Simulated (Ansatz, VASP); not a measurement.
# SiC: VASP beside Ansatz

The input POSCAR:

```
SiC
1.0
    0.0000000000      2.1780523476      2.1780523476
    2.1780523476      0.0000000000      2.1780523476
    2.1780523476      2.1780523476      0.0000000000
Si C
1 1
Direct
    0.0000000000      0.0000000000      0.0000000000
    0.2500000000      0.2500000000      0.2500000000
```

Contents of INCAR.step1:

```
SYSTEM = SiC
ALGO = Normal
EDIFF = 1E-5
ENCUT = 520
GGA = PE
ISIF = 2
ISMEAR = 0
LASPH = .True.
LCHARG = .False.
LREAL = .False.
LWAVE = .True.
NBANDS = 11
NELM = 100
PREC = Accurate
SIGMA = 0.01
```

File INCAR.step2:

```
SYSTEM = SiC
AEXX = 0.15
ALGO = Normal
EDIFF = 1E-6
ENCUT = 520
GGA = PE
HFSCREEN = 0.5
ISIF = 2
ISMEAR = 0
ISTART = 1
LASPH = .True.
LCHARG = .False.
LHFCALC = .True.
LREAL = .False.
LWAVE = .False.
NBANDS = 11
NELM = 100
PREC = Accurate
PRECFOCK = Normal
SIGMA = 0.01
```

Contents of KPOINTS:

```
k-points
0
Gamma
  4 4 4
  0 0 0
```

Input for Ansatz:

```yaml
crystal:
  lattice:
    - [0.0, 2.1780523476, 2.1780523476]
    - [2.1780523476, 0.0, 2.1780523476]
    - [2.1780523476, 2.1780523476, 0.0]
  atoms:
    - { symbol: Si, position: [0.0, 0.0, 0.0] }
    - { symbol: C, position: [0.25, 0.25, 0.25] }
kpoints:
  mp_grid: { grid: [4, 4, 4] }
hamiltonian:
  xc: { exchange: pbe, correlation: pbe, exx: { coeff: 0.15, omega: 0.5 } }
scf:
  occupations: { method: fixed }
  n_extra_bands: 4
output:
  forces: true
  stress: true
  eigenvalues: true
```

Alike in both runs: task single point; functional PBE-based screened hybrid; k mesh 4 × 4 × 4; no spin polarisation.

|  | VASP | Ansatz |
| --- | --- | --- |
| version | VASP 6.6.1 | Ansatz 0.2.0 |
| potentials or method | VASP PAW PBE potentials, release 64 (Si, C) | plane waves |
| plane-wave cutoff (eV) | 520 | 420 |
| occupations | gaussian, width 0.01 eV | fixed |
| valence electrons in the cell | 8 | 8 |

```csv
,VASP,Ansatz,Ansatz less VASP
gap on the k mesh at the Fermi level (eV),1.56,1.55,-0.001
pressure (GPa),1.7,1.8,+0.19
```

VASP's potentials were made for PBE, not for PBE-based screened hybrid. Ansatz's warnings: stress exchange threshold loose, stress scf threshold loose.

The k mesh is coarse, so the values compare programs but aren't converged.
